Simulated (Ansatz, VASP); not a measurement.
Two plane-wave programs on MnO

```
CELL_PARAMETERS angstrom
-2.14207 -2.14207 4.37018
-4.37018 -2.14207 2.14207
-2.14207 -4.37018 2.14207
ATOMIC_POSITIONS crystal
Mn 0.00000 0.00000 0.00000
Mn 0.50000 0.50000 0.50000
O 0.25000 0.25000 0.25000
O 0.75000 0.75000 0.75000
```

Alike in both runs: task single point; functional r2SCAN; k mesh 8 × 8 × 8; occupations gaussian, width 0.05 eV; collinear spin.

|  | VASP | Ansatz |
| --- | --- | --- |
| version | VASP 6.6.1 | Ansatz 0.2.0 |
| potentials or method | VASP PAW PBE potentials, release 64 (Mn_pv, O), cutoff 520 eV | scalar-relativistic, plane waves, PAW |
| valence electrons in the cell | 38 | 42 |

```tsv
	VASP	Ansatz	Ansatz less VASP
gap on the k mesh at the Fermi level (eV)	1.71	1.70	-0.013
least direct gap on the mesh (eV)	2.35	2.33	-0.017
pressure (GPa)	0.2	0.0	-0.22
net moment per atom (μB)	0.00	0.00	0.000
size of the moment on the site where the two differ most (μB)	4.45	4.17	-0.272
```

VASP's potentials were made for PBE, not for r2SCAN. Site moments also hang on the region over which each program counts them. The functional is the same, so the differences come from potentials, cutoffs and numerics. VASP's potentials hold 38 valence electrons a cell and Ansatz's 42, so a difference there can come from the potentials and not from the codes. Ansatz's warnings: stability check not made.
